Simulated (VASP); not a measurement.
# Re (P6_3/mmc) in VASP: notebook

The runs below take Re through single point, with PBE.

Everything below comes from runs of VASP 6.6.1. Logs are shortened: lines on timing, memory, paths and dates and some standing lists are left out, and cuts for length are marked.

## Step 1: The cell of the first run

The structure is hexagonal, space group P6_3/mmc (No. 194). Conventional cell: a = 2.603 Å, b = 2.603 Å, c = 4.162 Å, α = 90.00°, β = 90.00°, γ = 120.00°. Within 3.4 Å of Re (site symmetry -6m2) lie 12 Re at 2.57 to 2.60 Å.

## Step 2: Single point, PBE

INCAR reads:

```
ALGO = Normal
EDIFF = 1E-6
ENCUT = 520
GGA = PE
ISIF = 2
ISMEAR = -1
LASPH = True
LCHARG = False
LREAL = False
LWAVE = False
NBANDS = 14
NELM = 80
PREC = Accurate
SIGMA = 0.05
```

KPOINTS reads:

```
k-points
0
Gamma
  14 14 8
```

POSCAR reads:

```
Re
1.0
    2.6029010724      0.0000000000      0.0000000000
   -1.3014505362      2.2541784522      0.0000000000
    0.0000000000      0.0000000000      4.1620000000
Re
2
Direct
    0.3333333333      0.6666666667      0.2500000000
    0.6666666667      0.3333333333      0.7500000000
```

Potentials or basis: VASP PAW PBE potentials, release 64 (Re).

On the command line:

```bash
> cat potpaw_PBE.64/Re/POTCAR > POTCAR
> mpirun -np 1 vasp_std > vasp.out
```

OUTCAR:

```text
EDIFF = 1E-6
   ENCUT = 520
   GGA = PE
   ISIF = 2
   ISMEAR = -1
   LASPH = True
   LREAL = False
   NELM = 80
   PREC = Accurate

 ion  position               nearest neighbor table
   1  0.333  0.667  0.250-   2 2.57   2 2.57   2 2.57   2 2.57   2 2.57   2 2.57
   2  0.667  0.333  0.750-   1 2.57   1 2.57   1 2.57   1 2.57   1 2.57   1 2.57

  LATTYP: Found a hexagonal cell.
 ALAT       =     2.6029010724
 C/A-ratio  =     1.5989850879

  Lattice vectors:

 A1 = (   2.6029010724,   0.0000000000,   0.0000000000)
 A2 = (  -1.3014505362,   2.2541784522,   0.0000000000)
 A3 = (   0.0000000000,   0.0000000000,   4.1620000000)

Analysis of symmetry for initial positions (statically):
=====================================================================
 Subroutine PRICEL returns:
 Original cell was already a primitive cell.

 Routine SETGRP: Setting up the symmetry group for a
 hexagonal supercell.

 Subroutine GETGRP returns: Found 24 space group operations
 (whereof 12 operations were pure point group operations)
 out of a pool of 24 trial point group operations.

The static configuration has the point symmetry D_3d.
 The point group associated with its full space group is D_6h.

Analysis of symmetry for dynamics (positions and initial velocities):
=====================================================================
 Subroutine PRICEL returns:
 Original cell was already a primitive cell.

 Routine SETGRP: Setting up the symmetry group for a
 hexagonal supercell.

 Subroutine GETGRP returns: Found 24 space group operations
 (whereof 12 operations were pure point group operations)
 out of a pool of 24 trial point group operations.

The dynamic configuration has the point symmetry D_3d.
 The point group associated with its full space group is D_6h.

 Subroutine INISYM returns: Found 24 space group operations
 (whereof 12 operations are pure point group operations),
 and found     1 'primitive' translations

----------------------------------------------------------------------------------------

                                     Primitive cell

  volume of cell :      24.4201

  direct lattice vectors                    reciprocal lattice vectors
     2.602901072  0.000000000  0.000000000     0.384186710  0.221810301  0.000000000
    -1.301450536  2.254178452  0.000000000     0.000000000  0.443620601  0.000000000
     0.000000000  0.000000000  4.162000000     0.000000000  0.000000000  0.240269101

[... 86 lines left out ...]
   NSW    =      0    number of steps for IOM
   IBRION =     -1    ionic relax: 0-MD 1-quasi-New 2-CG
   NFREE  =      0    steps in history (QN), initial steepest desc. (CG)
   ISIF   =      2    stress and relaxation
   ISYM   =      2    0-nonsym 1-usesym 2-fastsym
   POTIM  = 0.5000    time-step for ionic-motion
   TEBEG  =    0.0;   TEEND  =   0.0 temperature during run
   PSTRESS=    0.0 pullay stress
   NELECT =      14.0000    total number of electrons
   NUPDOWN=      -1.0000    fix difference up-down
   EMIN   =  10.00;   EMAX   =-10.00  energy-range for DOS
   EFERMI =   0.00;   METHOD = LEGACY
   ISMEAR =    -1;   SIGMA  =   0.05  broadening in eV -4-tet -1-fermi 0-gaus
   EFERMI_NEDOS =   21; number of points for ismear=-14 and -15
   IALGO  =     38    algorithm
   IMIX   =      4    mixing-type and parameters
     AMIX     =   0.40;   BMIX     =  1.00
     AMIX_MAG =   1.60;   BMIX_MAG =  1.00
  volume/ion in A,a.u.               =      12.21        82.40
  Fermi-wavevector in a.u.,A,eV,Ry     =   1.359987  2.570003 25.164863  1.849565
  Thomas-Fermi vector in A             =   2.486688
   LORBIT       =      0    0 simple, 1 ext, 2 COOP (PROOUT), +10 PAW based schemes
   GGA     = PE    functional components
   LHFCALC =     F    Hartree Fock is set to
   AEXX    =    0.0000 exact exchange contribution
   IVDW    =     0    specifies the selected vdW correction
   LEPSILON=     F    determine dielectric tensor
   LRPA    =     F    only Hartree local field effects (RPA)
 non-spin polarized calculation
  energy-cutoff  :      520.00
  volume of cell :       24.42
 maximum number of plane-waves:       679
 NGX is ok and might be reduce to    20
   NGX =  9   NGY =  9   NGZ = 15

 number of electron      14.0000001 magnetization

 Free energy of the ion-electron system (eV)
  ---------------------------------------------------
  ext. energy  EPLUGINS =         0.00000000
  ---------------------------------------------------
  free energy    TOTEN  =       -23.19197773 eV

  energy without entropy =      -23.18165545  energy(sigma->0) =      -23.18681659

 E-fermi :  10.3670     XC(G=0): -14.7792

 val. band max:       10.3592165476   @ k =   0.1429   0.0714   0.0000
 cond. band min:      10.3674611325   @ k =   0.1429   0.0000   0.0000
 fundamental gap:      0.0082445849
 Fermi energy:        10.3670312840

 k-point     1 :       0.0000    0.0000    0.0000
  band No.  band energies     occupation
      1      -0.7575      2.00000
      2       2.2464      2.00000
      3       8.1810      2.00000
      4       8.1810      2.00000
      5       8.3902      2.00000
      6       9.3489      2.00000
      7       9.3489      2.00000
      8      10.4273      0.46092
      9      10.4273      0.46092
     10      11.7452      0.00000
     11      14.6492      0.00000
     12      14.6492      0.00000
     13      23.0970      0.00000
     14      24.6369      0.00000
[... 377 lines left out ...]
      1       3.4681      2.00000
      2       5.3433      2.00000
      3       5.3751      2.00000
      4       6.4523      2.00000
      5       7.5542      2.00000
      6       7.9851      2.00000
      7      10.3505      1.16389
      8      14.0825      0.00000
      9      14.7426      0.00000
     10      15.1096      0.00000
     11      18.5315      0.00000
     12      18.6855      0.00000
     13      20.6794      0.00000
     14      27.5635      0.00000

 [... further k-points ...]
[... 5 lines left out ...]
  --------------------------------------------------------------------------------------
  -------------------------------------------------------------------------------------
  Total       17.3893238     17.3893238     18.6463359      0.0000000     -0.0000000      0.0000000
  in kB     1140.8938625   1140.8938625   1223.3650078      0.0000000     -0.0000000      0.0000000
  external PRESSURE =    1168.3842443 kB  Pullay stress =       0.0000000 kB

 VOLUME and BASIS-vectors are now :
 -----------------------------------------------------------------------------
  energy-cutoff  :      520.00
  volume of cell :       24.42
      direct lattice vectors                 reciprocal lattice vectors
     2.602901072  0.000000000  0.000000000     0.384186710  0.221810301  0.000000000
    -1.301450536  2.254178452  0.000000000     0.000000000  0.443620601  0.000000000
     0.000000000  0.000000000  4.162000000     0.000000000  0.000000000  0.240269101

 POSITION                                       TOTAL-FORCE (eV/Angst)
 -----------------------------------------------------------------------------------
     -0.00000      1.50279      1.04050         0.000000      0.000000      0.000000
      1.30145      0.75139      3.12150        -0.000000     -0.000000      0.000000
 -----------------------------------------------------------------------------------
    total drift:                                0.000000     -0.000000     -0.000000

  FREE ENERGIE OF THE ION-ELECTRON SYSTEM (eV)
  ---------------------------------------------------
  free  energy   TOTEN  =       -23.1919777309 eV

  energy  without entropy=      -23.1816554476  energy(sigma->0) =      -23.18681659
```

stdout:

```text
POSCAR found type information on POSCAR Re
 POSCAR found :  1 types and       2 ions
 scaLAPACK will be used
 LDA part: xc-table for (Slater+PW92), standard interpolation
 POSCAR, INCAR and KPOINTS ok, starting setup
 FFT: planning ... GRIDC
 FFT: planning ... GRID_SOFT
 FFT: planning ... GRID
 WAVECAR not read
 entering main loop
```

Run time: 50 s. Hardware: 1 thread of Intel Xeon Platinum 8375C at 2.90GHz (Ice Lake), shared host; peak memory 0.16 GiB.

What came out:

| Item | Value |
| --- | --- |
| Free energy | -23.1920 eV |
| Pressure | 116.8 GPa |
| Band gap on the k mesh | zero (band 7 reaches 12.30 eV, above the bottom of band 8 at 8.00 eV) |

Stress tensor (GPa, compression positive):
```
114.09   0.00   0.00
  0.00 114.09   0.00
  0.00   0.00 122.34
```

Caveat: spin-orbit coupling is left out, which moves the levels of the heavy elements.

## Step 3: Single point, PBE (volume scaled by 0.99)

INCAR reads:

```
SYSTEM = Re
PREC     = Accurate       ! precision mode
ENCUT    = 520            ! plane-wave cutoff, eV
EDIFF    = 1E-7           ! SCF threshold, eV
ISMEAR   = -1             ! smearing method
SIGMA    = 0.05           ! smearing width, eV
LREAL    = .FALSE.        ! projectors in reciprocal space
LASPH    = .TRUE.         ! aspherical terms in the spheres
NELM     = 60             ! most SCF steps
ALGO     = Normal         ! electronic algorithm
ISIF     = 2              ! what is computed and relaxed
LWAVE    = .FALSE.        ! write WAVECAR
LCHARG   = .TRUE.         ! write CHGCAR
GGA      = PE             ! functional
LELF     = .TRUE.         ! ELF
LVHAR    = .TRUE.       
NBANDS   = 14             ! bands
```

KPOINTS reads:

```
regular mesh
0
G
  14 14 8
  0 0 0
```

POSCAR reads:

```
Re
1.0
    2.5941956526      0.0000000000      0.0000000000
   -1.2970978263      2.2466393375      0.0000000000
    0.0000000000      0.0000000000      4.1480801636
Re
2
Direct
    0.3333333333      0.6666666667      0.2500000000
    0.6666666667      0.3333333333      0.7500000000
```

Potentials or basis: VASP PAW PBE potentials, release 64 (Re).

On the command line:

```bash
> cat potpaw_PBE.64/Re/POTCAR > POTCAR
> mpirun -np 1 vasp_std > vasp.out
```

It took 54 s on 1 thread of Intel Xeon Platinum 8375C at 2.90GHz (Ice Lake), shared host; peak memory 0.15 GiB.

It converged, with:

```
Free energy            : -23.0074 eV
Pressure               : 125.3 GPa
Band gap on the k mesh : zero (band 7 reaches 12.47 eV, above the bottom of band 8 at 8.10 eV)
```

Stress tensor (GPa, compression positive):
```
122.54   0.00   0.00
  0.00 122.54   0.00
  0.00   0.00 130.95
```

Levels at points of the mesh, in eV from the Fermi level:
| k point | band 3 | band 4 | band 5 | band 6 | band 7 | band 8 | band 9 | band 10 | band 11 | band 12 |
| --- | --- | --- | --- | --- | --- | --- | --- | --- | --- | --- |
| (0.00, 0.00, 0.00) | -2.23 | -2.23 | -2.01 | -1.04 | -1.04 | 0.05 | 0.05 | 1.42 | 4.33 | 4.33 |
| (0.50, 0.00, 0.00) | -6.82 | -2.77 | -1.68 | -1.54 | -0.59 | 5.19 | 5.97 | 5.98 | 8.06 | 9.14 |
| (0.00, 0.00, 0.50) | -2.87 | -2.87 | -2.41 | -2.41 | -2.41 | -2.41 | 3.38 | 3.38 | 3.38 | 3.38 |
| (0.50, 0.00, 0.50) | -5.37 | -5.37 | 0.37 | 0.37 | 1.53 | 1.53 | 5.64 | 5.64 | 6.32 | 6.32 |

Caveat: spin-orbit coupling is left out, which moves the levels of the heavy elements.
